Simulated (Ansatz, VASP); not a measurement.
## One calculation of Be3Te4, two programs

```
Be Te
1.0
     1.93786    1.11882   12.78751
    -1.93786    1.11882   12.78751
     0.00000   -2.23765   12.78751
Be Te
3 4
Direct
  0.23236 0.23236 0.23236
  0.76764 0.76764 0.76764
  0.00000 0.00000 0.00000
  0.12339 0.12339 0.12339
  0.87661 0.87661 0.87661
  0.29584 0.29584 0.29584
  0.70416 0.70416 0.70416
```

Change from the starting cell: species swapped into the Al4C3 type (R-3m, No. 166).

Alike in both runs: functional PBE; k mesh 12 × 12 × 12; occupations gaussian, width 0.1 eV; no spin polarisation.

Ansatz relaxed the structure, and its values are those at the end. VASP's run is a single point on that final structure, the one shown.

|  | VASP | Ansatz |
| --- | --- | --- |
| version | VASP 6.6.1 | Ansatz 0.2.0 |
| potentials or method | VASP PAW PBE potentials, release 64 (Be, Te), cutoff 520 eV | scalar-relativistic, plane waves, PAW |
| valence electrons in the cell | 30 | 70 |

Ansatz gave:

```
gap on the k mesh at the Fermi level (eV) : none
pressure (GPa)                            : 0.0
rms of the force components (eV/Å)        : 0.001
```

Task: Estimate VASP's values.

Result: gap on the k mesh at the Fermi level (eV): none; pressure (GPa): 0.1; rms of the force components (eV/Å): 0.006.

A gap of «none» marks a metal or a gap that the smearing closes. With one functional, cell and mesh, what is left measures potentials, basis and numerics. VASP's potentials hold 30 valence electrons a cell and Ansatz's 70, so a difference there can come from the potentials and not from the codes.

Neither program's run includes spin-orbit coupling.
